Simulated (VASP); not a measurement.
# SiC (Moissanite 6H) (P6_3mc) in VASP: a series of runs, part 2 of 2

VASP 6.6.1. The steps go on from the part before.

### 3 Single point, PBE

The input, INCAR:

```
ALGO = Normal
EDIFF = 1E-6
ENCUT = 520
GGA = PE
ISIF = 2
ISMEAR = -1
LASPH = T
LCHARG = F
LREAL = F
LWAVE = F
NBANDS = 36
NELM = 80
PREC = Accurate
SIGMA = 0.05
```

The input, KPOINTS:

```
k-points
0
Gamma
  10 10 2
```

The input, POSCAR:

```
SiC
1.0
    3.1557016854      0.0000000000      0.0000000000
   -1.5778508427      2.7329178263      0.0000000000
    0.0000000000      0.0000000000     15.4675265161
Si C
6 6
Direct
    0.6666666667      0.3333333333      0.4583000000
    0.3333333333      0.6666666667      0.9583000000
    0.6666666667      0.3333333333      0.7917000000
    0.3333333333      0.6666666667      0.2917000000
    0.0000000000      0.0000000000      0.6250000000
    0.0000000000      0.0000000000      0.1250000000
    0.6666666667      0.3333333333      0.3333000000
    0.3333333333      0.6666666667      0.8333000000
    0.6666666667      0.3333333333      0.6667000000
    0.3333333333      0.6666666667      0.1667000000
    0.0000000000      0.0000000000      0.5000000000
    0.0000000000      0.0000000000      0.0000000000
```

Potentials or basis: VASP PAW PBE potentials, release 64 (Si, C).

On the command line:

```
$ cat potpaw_PBE.64/Si/POTCAR potpaw_PBE.64/C/POTCAR > POTCAR
$ mpirun -np 1 vasp_std > vasp.out
```

Run time: 82 s. Hardware: 1 thread of Intel Xeon 6975P-C (Granite Rapids), shared host; peak memory 0.28 GiB.

Results (log left out):

```yaml
Free_energy: -90.1089 eV
Pressure: -10.9 GPa
Largest_force: 0.133 eV/Å
Band_gap_on_the_k_mesh: 2.04 eV, indirect (least direct gap 3.11 eV)
```

Forces on the atoms (eV/Å):
```
Si   0.000  0.000  0.046
Si   0.000  0.000  0.046
Si   0.000  0.000  0.020
Si   0.000  0.000  0.020
Si   0.000  0.000  0.045
Si   0.000  0.000  0.045
C    0.000  0.000 -0.012
C    0.000  0.000 -0.012
C    0.000  0.000  0.033
C    0.000  0.000  0.033
C    0.000  0.000 -0.133
C    0.000  0.000 -0.133
```

Stress tensor (GPa, compression positive):
```
-11.14   0.00   0.00
  0.00 -11.14   0.00
  0.00   0.00 -10.43
```

Levels at points of the mesh, in eV from the valence-band top:
| k point | band 22 | band 23 | band 24 | band 25 | band 26 | band 27 |
| --- | --- | --- | --- | --- | --- | --- |
| (0.00, 0.00, 0.00) | -0.05 | 0.00 | 0.00 | 4.55 | 4.72 | 5.10 |
| (0.50, 0.00, 0.00) | -1.72 | -1.61 | -1.08 | 2.04 | 2.19 | 3.08 |
| (0.00, 0.00, 0.50) | -0.09 | -0.09 | -0.09 | 4.61 | 4.61 | 5.33 |
| (0.50, 0.00, 0.50) | -1.67 | -1.27 | -1.27 | 2.06 | 2.06 | 3.31 |

A k mesh can miss the band edges. As with any semilocal functional, this PBE gap is likely too small.

### 4 Single point, PBE

This run uses another cell than the first one, of 10.28 Å³/atom, 0.925 times its volume.

The input, INCAR:

```
SYSTEM = SiC
PREC     = Accurate       ! precision mode
ENCUT    = 520            ! plane-wave cutoff, eV
EDIFF    = 1E-6           ! SCF threshold, eV
ISMEAR   = -1             ! smearing method
SIGMA    = 0.05           ! smearing width, eV
LREAL    = .FALSE.        ! projectors in reciprocal space
LASPH    = .TRUE.         ! aspherical terms in the spheres
NELM     = 100            ! most SCF steps
ALGO     = Normal         ! electronic algorithm
ISIF     = 2              ! what is computed and relaxed
LWAVE    = .FALSE.        ! write WAVECAR
LCHARG   = .FALSE.        ! write CHGCAR
GGA      = PE             ! functional
NBANDS   = 36             ! bands
```

The input, KPOINTS:

```
regular mesh
0
G
  10 10 2
  0 0 0
```

POSCAR: that of step 3 with these lines changed.

```diff
@@ -2,5 +2,5 @@
 1.0
-    3.1557016854      0.0000000000      0.0000000000
-   -1.5778508427      2.7329178263      0.0000000000
-    0.0000000000      0.0000000000     15.4675265161
+    3.0742275620      0.0000000000      0.0000000000
+   -1.5371137810      2.6623591657      0.0000000000
+    0.0000000000      0.0000000000     15.0681848517
 Si C
```

On the command line:

```
$ cat potpaw_PBE.64/Si/POTCAR potpaw_PBE.64/C/POTCAR > POTCAR
$ mpirun -np 1 vasp_std > vasp.out
```

It took 50 s on 1 thread of Intel Xeon 6975P-C (Granite Rapids), shared host; peak memory 0.27 GiB.

It converged, with:

* Free energy: -90.3340 eV
* Pressure: 4.7 GPa
* Largest force: 0.145 eV/Å
* Band gap on the k mesh: 2.02 eV, indirect (least direct gap 3.12 eV)

Forces in eV/Å, atoms in the order of the input:
```
Si   0.000  0.000  0.057
Si   0.000  0.000  0.057
Si   0.000  0.000  0.027
Si   0.000  0.000  0.027
Si   0.000  0.000  0.042
Si   0.000  0.000  0.042
C    0.000  0.000 -0.015
C    0.000  0.000 -0.015
C    0.000  0.000  0.034
C    0.000  0.000  0.034
C    0.000  0.000 -0.145
C    0.000  0.000 -0.145
```

Stress tensor (GPa, compression positive):
```
4.41 0.00 0.00
0.00 4.41 0.00
0.00 0.00 5.19
```

Levels at points of the mesh, in eV from the valence-band top:
| k point | band 21 | band 22 | band 23 | band 24 | band 25 | band 26 | band 27 | band 28 |
| --- | --- | --- | --- | --- | --- | --- | --- | --- |
| (0.00, 0.00, 0.00) | -0.30 | -0.05 | 0.00 | 0.00 | 5.22 | 5.39 | 5.80 | 6.31 |
| (0.50, 0.00, 0.00) | -1.82 | -1.79 | -1.68 | -1.10 | 2.02 | 2.21 | 3.22 | 3.91 |
| (0.00, 0.00, 0.50) | -0.10 | -0.10 | -0.10 | -0.10 | 5.28 | 5.28 | 6.03 | 6.03 |
| (0.50, 0.00, 0.50) | -1.72 | -1.72 | -1.31 | -1.31 | 2.06 | 2.06 | 3.44 | 3.44 |

### 5 Single point, BLYP

This run uses another cell than the first one, of 10.49 Å³/atom, 0.943 times its volume.

The input, INCAR:

```
PREC     = Accurate       # precision mode
ENCUT    = 520            # plane-wave cutoff, eV
EDIFF    = 1E-6           # SCF threshold, eV
ISMEAR   = -1             # smearing method
SIGMA    = 0.05           # smearing width, eV
LREAL    = False          # projectors in reciprocal space
LASPH    = True           # aspherical terms in the spheres
NELM     = 80             # most SCF steps
ALGO     = Normal         # electronic algorithm
ISIF     = 2              # what is computed and relaxed
LWAVE    = False          # write WAVECAR
LCHARG   = True           # write CHGCAR
GGA      = B5             # functional
ALDAX    = 1.0          
AGGAX    = 1.0          
AGGAC    = 1.0          
ALDAC    = 0.0          
LELF     = True           # ELF
LVHAR    = True         
NBANDS   = 36             # bands
```

The input, KPOINTS:

```
regular mesh
0
Gamma
  10 10 2
```

POSCAR: that of step 4 with these lines changed.

```diff
@@ -2,5 +2,5 @@
 1.0
-    3.0742275620      0.0000000000      0.0000000000
-   -1.5371137810      2.6623591657      0.0000000000
-    0.0000000000      0.0000000000     15.0681848517
+    3.0950000000      0.0000000000      0.0000000000
+   -1.5475000000      2.6803486247      0.0000000000
+    0.0000000000      0.0000000000     15.1700000000
 Si C
```

On the command line:

```
$ cat potpaw_PBE.64/Si/POTCAR potpaw_PBE.64/C/POTCAR > POTCAR
$ mpirun -np 1 vasp_std > vasp.out
```

Wall time 79 s (1 thread of Intel Xeon 6975P-C (Granite Rapids), shared host); peak memory 0.28 GiB.

The run converged. Its results:

| Quantity | Value |
| --- | --- |
| Free energy | -81.9425 eV |
| Pressure | 5.4 GPa |
| Largest force | 0.142 eV/Å |
| Band gap on the k mesh | 2.33 eV, indirect (least direct gap 3.42 eV) |

Forces in eV/Å, atoms in the order of the input:
```
Si   0.000  0.000  0.043
Si   0.000  0.000  0.043
Si   0.000  0.000  0.020
Si   0.000  0.000  0.020
Si   0.000  0.000  0.048
Si   0.000  0.000  0.048
C    0.000  0.000 -0.012
C    0.000  0.000 -0.012
C    0.000  0.000  0.043
C    0.000  0.000  0.043
C    0.000  0.000 -0.142
C    0.000  0.000 -0.142
```

Stress tensor (GPa, compression positive):
```
5.06 0.00 0.00
0.00 5.06 0.00
0.00 0.00 5.92
```

Levels at points of the mesh, in eV from the valence-band top:
```tsv
k point	band 20	band 21	band 22	band 23	band 24	band 25	band 26	band 27	band 28	band 29
(0.00, 0.00, 0.00)	-0.30	-0.30	-0.05	0.00	0.00	5.18	5.36	5.75	6.27	6.32
(0.50, 0.00, 0.00)	-2.20	-1.78	-1.74	-1.61	-1.09	2.33	2.50	3.46	4.13	4.80
(0.00, 0.00, 0.50)	-0.63	-0.09	-0.09	-0.09	-0.09	5.25	5.25	5.99	5.99	6.67
(0.50, 0.00, 0.50)	-2.30	-1.68	-1.68	-1.28	-1.28	2.37	2.37	3.68	3.68	4.95
```

Caveat: the PAW data sets were made with another functional, which shifts forces and pressure a little. As with any semilocal functional, this BLYP gap is likely too small.

### 6 Single point, PBE

This run uses another cell than the first one, of 10.49 Å³/atom, 0.943 times its volume.

The input, INCAR:

```
  PREC = Accurate
  ENCUT = 520
  EDIFF = 1E-6
  ISMEAR = -1
  SIGMA = 0.05
  LREAL = F
  LASPH = T
  NELM = 80
  ALGO = Normal
  ISIF = 2
  LWAVE = F
  LCHARG = F
  GGA = PE
  NBANDS = 36
```

The input, KPOINTS:

```
Automatic mesh
0
Gamma
  10 10 2
```

POSCAR is that of step 5.

Potentials or basis: VASP PAW PBE potentials, release 64 (Si, C).

On the command line:

```
$ cat potpaw_PBE.64/Si/POTCAR potpaw_PBE.64/C/POTCAR > POTCAR
$ mpirun -np 1 vasp_std > vasp.out
```

It took 50 s on 1 thread of Intel Xeon 6975P-C (Granite Rapids), shared host; peak memory 0.29 GiB.

Results (log left out):

| Item | Value |
| --- | --- |
| Free energy | -90.3723 eV |
| Pressure | 0.2 GPa |
| Largest force | 0.142 eV/Å |
| Band gap on the k mesh | 2.02 eV, indirect (least direct gap 3.12 eV) |

Forces on the atoms (eV/Å):
```
Si   0.000  0.000  0.054
Si   0.000  0.000  0.054
Si   0.000  0.000  0.025
Si   0.000  0.000  0.025
Si   0.000  0.000  0.043
Si   0.000  0.000  0.043
C    0.000  0.000 -0.014
C    0.000  0.000 -0.014
C    0.000  0.000  0.034
C    0.000  0.000  0.034
C    0.000  0.000 -0.142
C    0.000  0.000 -0.142
```

Stress tensor (GPa, compression positive):
```
-0.07  0.00  0.00
 0.00 -0.07  0.00
 0.00  0.00  0.70
```

Levels at points of the mesh, in eV from the valence-band top:
```tsv
k point	band 20	band 21	band 22	band 23	band 24	band 25	band 26	band 27	band 28	band 29
(0.00, 0.00, 0.00)	-0.30	-0.30	-0.05	0.00	0.00	5.04	5.21	5.62	6.13	6.15
(0.50, 0.00, 0.00)	-2.25	-1.80	-1.77	-1.66	-1.09	2.02	2.20	3.19	3.87	4.56
(0.00, 0.00, 0.50)	-0.64	-0.10	-0.10	-0.10	-0.10	5.11	5.11	5.85	5.85	6.50
(0.50, 0.00, 0.50)	-2.34	-1.71	-1.71	-1.30	-1.30	2.06	2.06	3.41	3.41	4.75
```

### 7 Overview

```tsv
level	cell	gap on the mesh (eV)	pressure (GPa)	largest force (eV/Å)
BLYP	a = 3.156, b = 3.156, c = 15.468 Å, angles 90.0, 90.0, 120.0°, 12 atoms	2.33	-6.0	0.13
PBE	a = 3.156, b = 3.156, c = 15.468 Å, angles 90.0, 90.0, 120.0°, 12 atoms	2.04	-10.9	0.13
PBE	a = 3.074, b = 3.074, c = 15.068 Å, angles 90.0, 90.0, 120.0°, 12 atoms	2.02	4.7	0.15
BLYP	a = 3.095, b = 3.095, c = 15.170 Å, angles 90.0, 90.0, 120.0°, 12 atoms	2.33	5.4	0.14
PBE	a = 3.095, b = 3.095, c = 15.170 Å, angles 90.0, 90.0, 120.0°, 12 atoms	2.02	0.2	0.14
```

Alike in all rows: task single point; potentials or basis VASP PAW PBE potentials, release 64 (Si, C); no spin polarisation; k mesh 10 × 10 × 2; cutoff (eV) 520; smearing fermi-dirac 0.05 eV.

Caveats: the PAW data sets were made with another functional, which shifts forces and pressure a little (some runs).

Absolute energies hang on the potentials; compare differences alone.
